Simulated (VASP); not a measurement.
# Si (Pccn) in VASP: relaxation of cell and atoms with PBE

Aim: the relaxation of cell and atoms of Si with PBE.

Program: VASP 6.6.1. These are calculated values, not measurements. Logs are shortened: lines on timing, memory, paths and dates and some standing lists are left out, and cuts for length are marked.

### Step 1. The cell of the first run

Symmetry: Pccn, No. 56, orthorhombic system. The conventional cell has a = 3.161 Å, b = 8.517 Å, c = 5.767 Å, α = 90.00°, β = 90.00°, γ = 90.00°. Within 2.8 Å of Si (site symmetry 1) lie 5 Si at 2.08 to 2.73 Å. Si (site symmetry -1) has 6 Si at 2.08 to 2.30 Å within 2.8 Å.

The cell was generated, and may not be a known phase.

### Step 2. Relaxation of cell and atoms, PBE

The input, INCAR:

```
ALGO = Normal
EDIFF = 1E-6
EDIFFG = -0.04
ENCUT = 600
GGA = PE
IBRION = 2
ISIF = 3
ISMEAR = 0
LASPH = T
LCHARG = F
LREAL = F
LWAVE = F
NELM = 100
NSW = 90
PREC = Accurate
SIGMA = 0.1
```

The input, KPOINTS:

```
k-points
0
Gamma
  6 2 4
```

The input, POSCAR:

```
Si
1.0
    3.1614583300      0.0000000000      0.0000000000
    0.0000000000      8.5169884500      0.0000000000
    0.0000000000      0.0000000000      5.7673513900
Si
12
Direct
    0.4510114100      0.6340154500      0.1725784400
    0.0489885900      0.8659845500      0.1725784400
    0.5489885900      0.1340154500      0.3274215600
    0.9510114100      0.3659845500      0.3274215600
    0.5489885900      0.3659845500      0.8274215600
    0.9510114100      0.1340154500      0.8274215600
    0.4510114100      0.8659845500      0.6725784400
    0.0489885900      0.6340154500      0.6725784400
    0.0000000000      0.0000000000      0.5000000000
    0.5000000000      0.5000000000      0.5000000000
    0.0000000000      0.5000000000      0.0000000000
    0.5000000000      0.0000000000      0.0000000000
```

Potentials or basis: VASP PAW PBE potentials, release 64 (Si).

Run with:

```
cat potpaw_PBE.64/Si/POTCAR > POTCAR
mpirun -np 1 vasp_std > vasp.out
```

OUTCAR:

```text
EDIFF = 1E-6
   EDIFFG = -0.04
   ENCUT = 600
   GGA = PE
   IBRION = 2
   ISIF = 3
   ISMEAR = 0
   LASPH = T
   LREAL = F
   NELM = 100
   NSW = 90
   PREC = Accurate

 ion  position               nearest neighbor table
   1  0.451  0.634  0.173-  11 2.08  10 2.21  11 2.30   2 2.35   2 2.73   4 2.92   4 2.92   5 3.04

   2  0.049  0.866  0.173-  12 2.08   9 2.21  12 2.30   1 2.35   1 2.73   3 2.92   3 2.92   6 3.04

   3  0.549  0.134  0.327-   9 2.08  12 2.21   9 2.30   4 2.35   4 2.73   2 2.92   2 2.92   7 3.04
[... 11 lines left out ...]
   9  0.000  0.000  0.500-   3 2.08   7 2.08   6 2.21   2 2.21   3 2.30   7 2.30
  10  0.500  0.500  0.500-   4 2.08   8 2.08   5 2.21   1 2.21   8 2.30   4 2.30
  11  0.000  0.500  0.000-   1 2.08   5 2.08   4 2.21   8 2.21   5 2.30   1 2.30
  12  0.500  0.000  0.000-   2 2.08   6 2.08   3 2.21   7 2.21   2 2.30   6 2.30

  LATTYP: Found a simple orthorhombic cell.
 ALAT       =     3.1614583300
 B/A-ratio  =     1.8242693049
 C/A-ratio  =     2.6940062341

  Lattice vectors:

 A1 = (  -3.1614583300,   0.0000000000,   0.0000000000)
 A2 = (   0.0000000000,   0.0000000000,   5.7673513900)
 A3 = (   0.0000000000,   8.5169884500,   0.0000000000)

Analysis of symmetry for initial positions (statically):
=====================================================================
 Subroutine PRICEL returns:
 Original cell was already a primitive cell.

 Routine SETGRP: Setting up the symmetry group for a
 simple orthorhombic supercell.

 Subroutine GETGRP returns: Found  8 space group operations
 (whereof  2 operations were pure point group operations)
 out of a pool of  8 trial point group operations.

The static configuration has the point symmetry S_2 .
 The point group associated with its full space group is D_2h.

Analysis of symmetry for dynamics (positions and initial velocities):
=====================================================================
 Subroutine PRICEL returns:
 Original cell was already a primitive cell.

 Routine SETGRP: Setting up the symmetry group for a
 simple orthorhombic supercell.

 Subroutine GETGRP returns: Found  8 space group operations
 (whereof  2 operations were pure point group operations)
 out of a pool of  8 trial point group operations.

The dynamic configuration has the point symmetry S_2 .
 The point group associated with its full space group is D_2h.

 Subroutine INISYM returns: Found  8 space group operations
 (whereof  2 operations are pure point group operations),
 and found     1 'primitive' translations

----------------------------------------------------------------------------------------

                                     Primitive cell
[... 99 lines left out ...]
   NGXF,Y,Z  is equivalent  to a cutoff of  29.45, 27.33, 27.67 a.u.
 SYSTEM =  unknown system
   PREC   = accura    normal or accurate (medium, high low for compatibility)
   ISTART =      0    job   : 0-new  1-cont  2-samecut
   ICHARG =      2    charge: 1-file 2-atom 10-const
   ISPIN  =      1    spin polarized calculation?
   LNONCOLLINEAR =      F non collinear calculations
   LSORBIT =      F    spin-orbit coupling
   LASPH  =      T    aspherical Exc in radial PAW
   ENCUT  =  600.0 eV  44.10 Ry    6.64 a.u.   6.31 17.01 11.52*2*pi/ulx,y,z
   NELM   =    100;   NELMIN=  2; NELMDL= -5     # of ELM steps
   EDIFF  = 0.1E-05   stopping-criterion for ELM
   LREAL  =      F    real-space projection
   EDIFFG = -.4E-01   stopping-criterion for IOM
   NSW    =     90    number of steps for IOM
   IBRION =      2    ionic relax: 0-MD 1-quasi-New 2-CG
   NFREE  =      1    steps in history (QN), initial steepest desc. (CG)
   ISIF   =      3    stress and relaxation
   ISYM   =      2    0-nonsym 1-usesym 2-fastsym
   POTIM  = 0.5000    time-step for ionic-motion
   TEBEG  =    0.0;   TEEND  =   0.0 temperature during run
   PSTRESS=    0.0 pullay stress
   NELECT =      48.0000    total number of electrons
   NUPDOWN=      -1.0000    fix difference up-down
   EMIN   =  10.00;   EMAX   =-10.00  energy-range for DOS
   EFERMI =   0.00;   METHOD = LEGACY
   ISMEAR =     0;   SIGMA  =   0.10  broadening in eV -4-tet -1-fermi 0-gaus
   EFERMI_NEDOS =   21; number of points for ismear=-14 and -15
   IALGO  =     38    algorithm
   IMIX   =      4    mixing-type and parameters
     AMIX     =   0.40;   BMIX     =  1.00
     AMIX_MAG =   1.60;   BMIX_MAG =  1.00
  volume/ion in A,a.u.               =      12.94        87.33
  Fermi-wavevector in a.u.,A,eV,Ry     =   1.106892  2.091723 16.669994  1.225210
  Thomas-Fermi vector in A             =   2.243399
   LORBIT       =      0    0 simple, 1 ext, 2 COOP (PROOUT), +10 PAW based schemes
   GGA     = PE    functional components
   LHFCALC =     F    Hartree Fock is set to
   AEXX    =    0.0000 exact exchange contribution
   IVDW    =     0    specifies the selected vdW correction
   LEPSILON=     F    determine dielectric tensor
   LRPA    =     F    only Hartree local field effects (RPA)
 conjugate gradient relaxation of ions
 non-spin polarized calculation
 Gauss-broadening in eV      SIGMA  =   0.10
  energy-cutoff  :      600.00
  volume of cell :      155.29
 maximum number of plane-waves:      5218
 NGX is ok and might be reduce to    28
   NGX = 13   NGY = 35   NGZ = 23

--------------------------------------- Ionic step        1  -------------------------------------------

 number of electron      47.9999999 magnetization

 Free energy of the ion-electron system (eV)
  ---------------------------------------------------
  ext. energy  EPLUGINS =         0.00000000
  ---------------------------------------------------
  free energy    TOTEN  =       -50.32513091 eV

  energy without entropy =      -50.30296391  energy(sigma->0) =      -50.31404741

 E-fermi :  11.1763     XC(G=0): -11.4390

 val. band max:       11.1730379138   @ k =   0.0000   0.0000   0.5000
 cond. band min:      11.2458417435   @ k =   0.3333   0.5000   0.2500
 fundamental gap:      0.0728038297
 Fermi energy:        11.1762514851
[... 1768 lines left out ...]
  FREE ENERGIE OF THE ION-ELECTRON SYSTEM (eV)
  ---------------------------------------------------
  free  energy   TOTEN  =       -59.9779688580 eV

  energy  without entropy=      -59.9535881855  energy(sigma->0) =      -59.96577852

[... ionic steps 4 to 19 ...]

--------------------------------------- Ionic step       20  -------------------------------------------

 number of electron      47.9999997 magnetization

------------------------ aborting loop because EDIFF is reached ----------------------------------------
[... 87 lines left out ...]
--------------------------------------- Ionic step       22  -------------------------------------------

 number of electron      47.9999998 magnetization

 Free energy of the ion-electron system (eV)
  ---------------------------------------------------
  ext. energy  EPLUGINS =         0.00000000
  ---------------------------------------------------
  free energy    TOTEN  =       -60.83998544 eV

  energy without entropy =      -60.82895057  energy(sigma->0) =      -60.83446801

 E-fermi :   7.7155     XC(G=0): -10.3362

 val. band max:        7.7027990766   @ k =   0.5000   0.0000   0.5000
 cond. band min:       7.7223375618   @ k =   0.3333   0.5000   0.0000
 fundamental gap:      0.0195384852
 Fermi energy:         7.7155340017
[... 853 lines left out ...]
  FREE ENERGIE OF THE ION-ELECTRON SYSTEM (eV)
  ---------------------------------------------------
  free  energy   TOTEN  =       -60.8399854445 eV

  energy  without entropy=      -60.8289505732  energy(sigma->0) =      -60.83446801

 reached required accuracy - stopping structural energy minimisation
```

OSZICAR:

```text
N       E                     dE             d eps       ncg     rms          rms(c)
DAV:   1     0.151657800571E+03    0.15166E+03   -0.21996E+04  1488   0.151E+03
DAV:   2    -0.402156909466E+02   -0.19187E+03   -0.18221E+03  1805   0.207E+02
DAV:   3    -0.517515359864E+02   -0.11536E+02   -0.10954E+02  1939   0.425E+01
[... 194 lines left out ...]
DAV:   3    -0.608400262576E+02    0.35212E-03   -0.46144E-04  1715   0.918E-02    0.303E-02
DAV:   4    -0.608399941092E+02    0.32148E-04   -0.76415E-05  1848   0.359E-02    0.193E-02
DAV:   5    -0.608399880662E+02    0.60430E-05   -0.50429E-06  1657   0.976E-03    0.992E-03
DAV:   6    -0.608399856957E+02    0.23705E-05   -0.85769E-07   842   0.429E-03    0.185E-03
DAV:   7    -0.608399854445E+02    0.25119E-06   -0.12917E-07   807   0.193E-03
  22 F= -.60839985E+02 E0= -.60834468E+02  d E =-.146090E-02
```

It took 27 min on 1 thread of Intel Xeon Platinum 8488C (Sapphire Rapids), shared host; peak memory 0.34 GiB.

Results:

```
Free energy                           : -60.8400 eV
Relaxed volume                        : 17.08 Å³/atom
Relaxed cell                          : a = 3.609 Å, b = 8.621 Å, c = 6.587 Å, α = 90.00°, β = 90.00°, γ = 90.00°
Space group after relaxing (to 0.1 Å) : Cmce (No. 64)
Energy gained by relaxing             : 876.2 meV/atom
Ionic steps                           : 22
Pressure after relaxing               : -0.2 GPa
Largest force after relaxing          : 0.016 eV/Å
Band gap on the k mesh                : zero (bands 24 and 25 overlap by 1.49 eV)
```

Forces on the atoms (eV/Å):
```
Si  -0.015 -0.006  0.003
Si   0.015  0.006  0.003
Si   0.015 -0.006 -0.003
Si  -0.015  0.006 -0.003
Si   0.015  0.006 -0.003
Si  -0.015 -0.006 -0.003
Si  -0.015  0.006  0.003
Si   0.015 -0.006  0.003
Si   0.000  0.000  0.000
Si   0.000  0.000  0.000
Si   0.000  0.000  0.000
Si   0.000  0.000  0.000
```

The path:
| step | energy change (eV) | largest force (eV/Å) | pressure (GPa) | volume (Å³) |
| --- | --- | --- | --- | --- |
| 1 | 0.0000 | 4.8300 | 57.20 | 155.29 |
| 2 | -4.9065 | 0.2534 | -14.44 | 283.93 |
| 3 | -9.6528 | 0.5325 | -2.82 | 213.51 |
| 4 | -9.6708 | 0.5834 | -1.86 | 211.23 |
| 5 | -9.6737 | 0.6222 | -1.16 | 209.64 |
| 6 | -9.8254 | 0.5798 | -0.48 | 206.71 |
| 7 | -10.0961 | 0.2852 | 2.45 | 198.05 |
| 8 | -10.2016 | 0.0361 | 0.66 | 201.25 |
| 9 | -10.2208 | 0.1314 | -0.25 | 203.11 |
| 10 | -10.2788 | 0.2178 | -0.48 | 203.72 |
| 11 | -10.3044 | 0.3044 | -0.65 | 204.17 |
| 12 | -10.2843 | 0.4865 | -0.86 | 204.95 |
| 13 | -10.3093 | 0.3550 | -0.72 | 204.39 |
| 14 | -10.3692 | 0.3354 | -0.12 | 203.47 |
| 15 | -10.4010 | 0.3002 | 0.56 | 202.32 |
| 16 | -10.4555 | 0.2251 | 0.26 | 203.28 |
| 17 | -10.4829 | 0.2046 | -0.09 | 204.52 |
| 18 | -10.4974 | 0.1399 | -0.10 | 204.51 |
| 19 | -10.5036 | 0.1338 | -0.10 | 204.50 |
| 20 | -10.5109 | 0.0789 | 0.10 | 204.15 |
| 21 | -10.5134 | 0.0385 | 0.30 | 203.82 |
| 22 | -10.5149 | 0.0163 | -0.22 | 204.93 |

Final structure:
```cif
data_structure
_symmetry_space_group_name_H-M 'P 1'
_symmetry_Int_Tables_number 1
_cell_length_a 3.6087
_cell_length_b 8.6212
_cell_length_c 6.5870
_cell_angle_alpha 90.000
_cell_angle_beta 90.000
_cell_angle_gamma 90.000
_cell_volume 204.93
loop_
_atom_site_label
_atom_site_type_symbol
_atom_site_fract_x
_atom_site_fract_y
_atom_site_fract_z
_atom_site_occupancy
Si1 Si 0.50031 0.65526 0.19144 1
Si2 Si 0.99969 0.84474 0.19144 1
Si3 Si 0.49969 0.15526 0.30856 1
Si4 Si 0.00031 0.34474 0.30856 1
Si5 Si 0.49969 0.34474 0.80856 1
Si6 Si 0.00031 0.15526 0.80856 1
Si7 Si 0.50031 0.84474 0.69144 1
Si8 Si 0.99969 0.65526 0.69144 1
Si9 Si 0.00000 0.00000 0.50000 1
Si10 Si 0.50000 0.50000 0.50000 1
Si11 Si 0.00000 0.50000 0.00000 1
Si12 Si 0.50000 0.00000 0.00000 1
```

Caveat: the k points lie up to 0.36 Å⁻¹ apart in the final cell, too coarse for converged energies and pressures of a metal; the volume moved by over 15 % at a fixed basis, so the end points are rough.
